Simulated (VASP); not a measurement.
A run of VASP 6.6.1 is set up as follows.

Contents of INCAR:

```
PREC     = Accurate       # precision mode
ENCUT    = 520            # plane-wave cutoff, eV
EDIFF    = 1E-7           # SCF threshold, eV
ISMEAR   = -1             # smearing method
SIGMA    = 0.05           # smearing width, eV
LREAL    = Auto         
LASPH    = True           # aspherical terms in the spheres
NELM     = 80             # most SCF steps
ALGO     = Normal         # electronic algorithm
ISIF     = 2              # what is computed and relaxed
LWAVE    = False          # write WAVECAR
LCHARG   = False          # write CHGCAR
GGA      = PS             # functional
IVDW     = 12             # dispersion correction
NBANDS   = 246            # bands
ISYM     = 0
```

The input KPOINTS:

```
Automatic mesh
0
Gamma
  1 1 1
  0.25 0.25 0.25
```

POSCAR

```
Sn3Ge5
1.0
   11.9732000000      0.0000000000      0.0000000000
    0.0000000000     11.9732000000      0.0000000000
    0.0000000000      0.0000000000      5.9866000000
Sn Ge
12 20
Direct
    0.0050720000      0.9903730000      0.9886940000
    0.4923160000      0.4999800000      0.9832100000
    0.1262200000      0.1274600000      0.2435310000
    0.6230970000      0.1230510000      0.2652480000
    0.2414570000      0.7569150000      0.0154060000
    0.7497690000      0.2472330000      0.9908760000
    0.3722310000      0.8648190000      0.2492560000
    0.2638430000      0.5006520000      0.5102250000
    0.7421640000      0.5104310000      0.5127930000
    0.0029400000      0.7558830000      0.4958890000
    0.1346450000      0.3787120000      0.7473420000
    0.1279770000      0.8773620000      0.7709270000
    0.0082020000      0.5040560000      0.0083010000
    0.4885270000      0.0026480000      0.9984750000
    0.1236750000      0.6241640000      0.2398020000
    0.6129890000      0.6242340000      0.2482490000
    0.2505800000      0.2579430000      0.9976480000
    0.7541170000      0.7356750000      0.9981260000
    0.3776300000      0.3777230000      0.2735960000
    0.8769150000      0.3759490000      0.2484410000
    0.8766890000      0.8856090000      0.2521020000
    0.2533860000      0.0110300000      0.4956220000
    0.7525190000      0.9994370000      0.4966130000
    0.3731190000      0.1211420000      0.7370400000
    0.3710740000      0.6379300000      0.7421420000
    0.8759730000      0.1293740000      0.7423020000
    0.8748420000      0.6170590000      0.7255490000
    0.0029260000      0.2417690000      0.4820670000
    0.5008420000      0.2449570000      0.5046660000
    0.4899110000      0.7452010000      0.4998540000
    0.6336780000      0.3758800000      0.7498980000
    0.6249930000      0.8761970000      0.7433740000
```

Potentials or basis: VASP PAW PBE potentials, release 64 (Sn_d, Ge_d).

The run is started by

```bash
$ cat potpaw_PBE.64/Sn_d/POTCAR potpaw_PBE.64/Ge_d/POTCAR > POTCAR
$ mpirun -np 1 vasp_std > vasp.out
```

Question: Estimate the dispersion energy per atom.

Answer: -0.293 eV.

Question: Estimate the pressure.

Answer: 1.3 GPa.

Stress tensor (GPa, compression positive):
```
 1.50 -0.34  0.12
-0.34  1.24  0.30
 0.12  0.30  1.15
```

Caveat: the PAW data sets were made with another functional, which shifts forces and pressure a little.
